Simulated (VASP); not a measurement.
A run of VASP 6.6.1 is set up as follows.

Contents of INCAR:

```
SYSTEM = La
PREC = Accurate ; ENCUT = 520
EDIFF = 1E-6 ; ISMEAR = 0
SIGMA = 0.05 ; LREAL = .FALSE.
LASPH = .TRUE. ; NELM = 100
ALGO = Normal ; ISIF = 2
LWAVE = .FALSE. ; LCHARG = .FALSE.
GGA = PS ; NBANDS = 30
```

File KPOINTS:

```
regular mesh
0
G
  14 14 4
  0 0 0
```

File POSCAR:

```
La
1.0
    3.6588138804      0.0000000000      0.0000000000
   -1.8294069402      3.1686257681      0.0000000000
    0.0000000000      0.0000000000     11.7192050289
La
4
Direct
    0.0000000000      0.0000000000      0.0000000000
    0.0000000000      0.0000000000      0.5000000000
    0.3333333333      0.6666666667      0.2500000000
    0.6666666667      0.3333333333      0.7500000000
```

Potentials or basis: VASP PAW PBE potentials, release 64 (La).

The run is started by

```bash
$ cat potpaw_PBE.64/La/POTCAR > POTCAR
$ mpirun -np 1 vasp_std > vasp.out
```

(1) Predict the pressure.

(2) Predict the band gap on the k mesh.

Results:

(1) 0.1 GPa.

(2) zero (bands 22 and 23 overlap by 1.29 eV).

Caveat: the PAW data sets were made with another functional, which shifts forces and pressure a little; spin-orbit coupling is left out, which moves the levels of the heavy elements.
